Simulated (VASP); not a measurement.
Wanted: the native input for a VASP 6.6.1 run.

| Property | Result |
| --- | --- |
| Task | single point |
| Functional | LDA |
| Potentials or basis | VASP PAW LDA potentials, release 64 (Pd) |
| Cutoff | 520 eV |
| k mesh | 13 × 10 × 1 |
| Occupations | fermi-dirac, width 0.1 eV |
| Spin | no spin polarisation |
| Dipole correction | yes |
| Further INCAR settings | ALGO = Normal; EDIFF = 1e-07; NBANDS = 33 |

The structure of Pd lies in POSCAR:

```
Pd
1.0
    2.7166425919      0.0000000000      0.0000000000
    0.0000000000      3.8419127976      0.0000000000
    0.0000000000      0.0000000000     21.4333000000
Pd
5
Direct
    0.0000000000      0.0000000000      0.3732513150
    0.5000000000      0.5000000000      0.4366256573
    0.0000000000      0.0000000000      0.5000000000
    0.5000000000      0.5000000000      0.5633743427
    0.0000000000      0.0000000000      0.6267486850
```

The input as run:

INCAR

```
  ALGO = Normal
  DIPOL = 0.5 0.5 0.500
  EDIFF = 1E-7
  ENCUT = 520
  GGA = CA
  IDIPOL = 3
  ISIF = 2
  ISMEAR = -1
  LASPH = True
  LCHARG = False
  LDIPOL = True
  LREAL = False
  LWAVE = False
  NBANDS = 33
  NELM = 100
  PREC = Accurate
  SIGMA = 0.1
```

KPOINTS

```
k-points
0
Gamma
  13 10 1
```

Potentials or basis: VASP PAW LDA potentials, release 64 (Pd).

Command:

```sh
$ cat potpaw_LDA.64/Pd/POTCAR > POTCAR
$ mpirun -np 1 vasp_std > vasp.out
```

Results of the run:

```json
{"Largest force": "0.660 eV/Å", "Band gap on the k mesh": "zero (bands 25 and 26 overlap by 0.45 eV)"}
```

It took 4.9 min on 1 thread of AMD EPYC 9R45 (Zen 5) (shared host), peak memory 0.33 GiB.
